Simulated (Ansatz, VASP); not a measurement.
Two plane-wave programs on InSe

The input INCAR:

```
SYSTEM = InSe
  PREC = Accurate
  ENCUT = 520
  EDIFF = 1E-8
  ISMEAR = -1
  SIGMA = 0.02
  LREAL = .FALSE.
  LASPH = .TRUE.
  NELM = 60
  ALGO = Normal
  ISIF = 2
  LWAVE = .FALSE.
  LCHARG = .FALSE.
  GGA = PS
  LEFG = .TRUE.
  NBANDS = 27
```

The input KPOINTS:

```
Automatic mesh
0
G
  7 7 6
  0 0 0
```

POSCAR

```
InSe
1.0
    5.8679026766     -2.0550000000      0.0000000000
    5.8679026766      2.0550000000      0.0000000000
   -1.5994156962      0.0000000000      4.3236564064
In Se
2 2
Direct
    0.8840000000      0.8840000000      0.0050000000
    0.1160000000      0.1160000000      0.9950000000
    0.6600000000      0.6600000000      0.6420000000
    0.3400000000      0.3400000000      0.3580000000
```

Input for Ansatz:

```yaml
crystal:
  lattice:
    - [5.8679026766, -2.055, 0.0]
    - [5.8679026766, 2.055, 0.0]
    - [-1.5994156962, 0.0, 4.3236564064]
  atoms:
    - { symbol: In, position: [0.884, 0.884, 0.005] }
    - { symbol: In, position: [0.116, 0.116, 0.995] }
    - { symbol: Se, position: [0.66, 0.66, 0.642] }
    - { symbol: Se, position: [0.34, 0.34, 0.358] }
kpoints:
  mp_grid: { grid: [7, 7, 6] }
  band_path:
    path:
      - [0.0, 0.0, 0.0]
      - [-0.2848576481, 0.2848576481, 0.0]
      - [-0.7151423519, -0.2848576481, 0.0]
      - [-0.5, -0.5, 0.0]
      - [0.0, 0.0, 0.0]
      - [-0.5, -0.5, 0.5]
      - [-0.7459295213, -0.2540704787, 0.5]
      - [-0.2540704787, 0.2540704787, 0.5]
      - [0.0, 0.0, 0.5]
    npoints: 14
scf:
  occupations: { method: fermi_dirac, width: 0.02 }
hamiltonian:
  xc: pbesol
  pseudopotentials: { kind: paw }
output:
  forces: true
  stress: true
  eigenvalues: true
  efg: { contact_densities: true }
  populations: true
  bader: true
  dos: { projected: true, de: 0.2, e_range: [-14, 8] }
  write_density: true
  write_potential: true
  elf: true
  volumetric_format: npy
```

Alike in both runs: task electric field gradients; functional PBEsol; k mesh 7 × 7 × 6; occupations fermi-dirac, width 0.02 eV; no spin polarisation.

```csv
,VASP,Ansatz
version,VASP 6.6.1,Ansatz 0.2.0
potentials or method,"VASP PAW PBE potentials, release 64 (In_d, Se)","PAW with Ansatz's default frozen-core files, scalar-relativistic"
plane-wave cutoff (eV),520,420
valence electrons in the cell,38,58
```

Ansatz gave:

- gap on the k mesh at the Fermi level (eV): 0.89
- pressure (GPa): -0.2
- traceless stress, the component that is largest in VASP (GPa): 2.18
- rms of the force components (eV/Å): 0.362
- size of Vzz on the site where it differs most (V/Å²): 77.3

**Question.** Estimate VASP's values.

**Answer.** gap on the k mesh at the Fermi level (eV): 0.89; pressure (GPa): -0.1; traceless stress, the component that is largest in VASP (GPa): 2.20; rms of the force components (eV/Å): 0.362; size of Vzz on the site where it differs most (V/Å²): 74.2.

VASP's potentials were made for PBE, not for PBEsol. Atom by atom the forces differ by 0.009 eV/Å (rms over components). VASP's potentials hold 38 valence electrons a cell and Ansatz's 58, so a difference there can come from the potentials and not from the codes.
